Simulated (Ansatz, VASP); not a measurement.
# One calculation of WS2, two programs

```
W S
1.0
     2.95713    0.00000    0.00000
    -1.47856    2.72441    0.00000
     0.00000    0.00000   23.56746
W S
2 4
Direct
  0.33333 0.66667 0.63458
  0.66667 0.33333 0.36542
  0.33333 0.66667 0.29895
  0.66667 0.33333 0.56805
  0.33333 0.66667 0.43195
  0.66667 0.33333 0.70105
```

Change from the starting cell: strain -0.0600 x Voigt [1, 0, 0, 0, 0, 0], atoms carried along.

Alike in both runs: task single point; functional PBEsol; k mesh 12 × 12 × 2; occupations gaussian, width 0.05 eV; no spin polarisation.

```csv
,VASP,Ansatz
version,VASP 6.6.1,Ansatz 0.2.0
potentials or method,"VASP PAW PBE potentials, release 64 (W_sv, S), cutoff 520 eV","scalar-relativistic, plane waves, PAW"
valence electrons in the cell,52,52
```

```tsv
	VASP	Ansatz	Ansatz less VASP
gap on the k mesh at the Fermi level (eV)	1.68	1.68	0.000
least direct gap on the mesh (eV)	2.27	2.27	-0.006
rms of the force components (eV/Å)	0.444	0.434	-0.0105
```

VASP's potentials were made for PBE, not for PBEsol. Atom by atom the forces differ by 0.012 eV/Å (rms over components).

Neither program's run includes spin-orbit coupling.
